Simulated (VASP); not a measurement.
Here is a VASP 6.6.1 calculation.

INCAR

```
PREC = Accurate
ENCUT = 600
EDIFF = 1E-7
ISMEAR = 0
SIGMA = 0.1
LREAL = False
LASPH = True
NELM = 60
ALGO = Normal
ISIF = 4
LWAVE = False
LCHARG = False
GGA = PE
IBRION = 2
NSW = 50
EDIFFG = -0.01
```

KPOINTS

```
regular mesh
0
Gamma
  10 10 4
```

File POSCAR:

```
Mg3NiS4
1.0
    3.5240761493      0.0000000000      0.0000000000
    0.0000000000      3.5240761493      0.0000000000
    0.0000000000      0.0000000000      9.8043274188
Mg Ni S
3 1 4
Direct
    0.0000000000      0.0000000000      0.7563052430
    0.0000000000      0.0000000000      0.2436947570
    0.5000000000      0.5000000000      0.5000000000
    0.5000000000      0.5000000000      0.0000000000
    0.0000000000      0.0000000000      0.0000000000
    0.5000000000      0.5000000000      0.2349020605
    0.0000000000      0.0000000000      0.5000000000
    0.5000000000      0.5000000000      0.7650979395
```

Potentials or basis: VASP PAW PBE potentials, release 64 (Mg, Ni, S).

Run with:

```bash
$ cat potpaw_PBE.64/Mg/POTCAR potpaw_PBE.64/Ni/POTCAR potpaw_PBE.64/S/POTCAR > POTCAR
$ mpirun -np 1 vasp_std > vasp.out
```

Q: Predict the band gap on the k mesh.

A: Zero (bands 20 and 21 overlap by 1.69 eV).

Final structure:
```cif
data_structure
_symmetry_space_group_name_H-M 'P 1'
_symmetry_Int_Tables_number 1
_cell_length_a 3.5223
_cell_length_b 3.5223
_cell_length_c 9.8141
_cell_angle_alpha 90.000
_cell_angle_beta 90.000
_cell_angle_gamma 90.000
_cell_volume 121.76
loop_
_atom_site_label
_atom_site_type_symbol
_atom_site_fract_x
_atom_site_fract_y
_atom_site_fract_z
_atom_site_occupancy
Mg1 Mg 0.00000 0.00000 0.75562 1
Mg2 Mg 0.00000 0.00000 0.24438 1
Mg3 Mg 0.50000 0.50000 0.50000 1
Ni1 Ni 0.50000 0.50000 0.00000 1
S1 S 0.00000 0.00000 0.00000 1
S2 S 0.50000 0.50000 0.23571 1
S3 S 0.00000 0.00000 0.50000 1
S4 S 0.50000 0.50000 0.76429 1
```

Caveat: the run has no spin polarisation, though such a crystal can be magnetic. Spin polarisation is off, so any magnetic state and its effect on volume and gap are missing.
